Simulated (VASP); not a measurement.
Wanted: the native input for a VASP 6.6.1 run.

```
Task                   : single point
Functional             : PBE
Potentials or basis    : VASP PAW PBE potentials, release 64 (Mg, Cd, N)
Cutoff                 : 600 eV
k mesh                 : 3 × 3 × 1
Occupations            : gaussian, width 0.1 eV
Spin                   : no spin polarisation
Hubbard terms          : Cd d U = 0.63 eV
Dipole correction      : no
Further INCAR settings : ALGO = Normal; EDIFF = 1e-06; NBANDS = 21
```

The structure of Mg2CdN2 lies in POSCAR:

```
Mg2CdN2
1.0
    3.7330761786      0.0000000000      0.0000000000
   -1.8665380893      3.2329388050      0.0000000000
    0.0000000000      0.0000000000      6.2873164013
Mg Cd N
2 1 2
Direct
    0.6666666667      0.3333333333      0.1534420000
    0.3333333333      0.6666666667      0.8465580000
    0.0000000000      0.0000000000      0.5000000000
    0.6666666667      0.3333333333      0.7722310000
    0.3333333333      0.6666666667      0.2277690000
```

The input as run:

INCAR

```
PREC = Accurate ; ENCUT = 600
EDIFF = 1E-6 ; ISMEAR = 0
SIGMA = 0.1 ; LREAL = False
LASPH = True ; NELM = 200
ALGO = Normal ; ISIF = 2
LWAVE = False ; LCHARG = True
LDAU = True ; LDAUTYPE = 2
LDAUL = -1 2 -1 ; LDAUU = 0 0.63 0
LDAUJ = 0 0 0 ; LDAUPRINT = 1
GGA = PE ; LELF = True
LVHAR = True ; NBANDS = 21
GGA_COMPAT = False
```

KPOINTS

```
regular mesh
0
Gamma
  3 3 1
```

Potentials or basis: VASP PAW PBE potentials, release 64 (Mg, Cd, N).

Command:

```sh
$ cat potpaw_PBE.64/Mg/POTCAR potpaw_PBE.64/Cd/POTCAR potpaw_PBE.64/N/POTCAR > POTCAR
$ mpirun -np 1 vasp_std > vasp.out
```

Results of the run:

| Item | Value |
| --- | --- |
| Pressure | -10.8 GPa |
| Largest force | 0.376 eV/Å |
| Band gap on the k mesh | zero (band 13 reaches 1.64 eV, above the bottom of band 14 at 1.60 eV) |

Caveat: the k points lie up to 1.00 Å⁻¹ apart; U without spin polarisation on a metal has little footing.

Run time: 24 s on 1 thread of Intel Xeon 8259CL (shared host), peak memory 0.2 GiB.
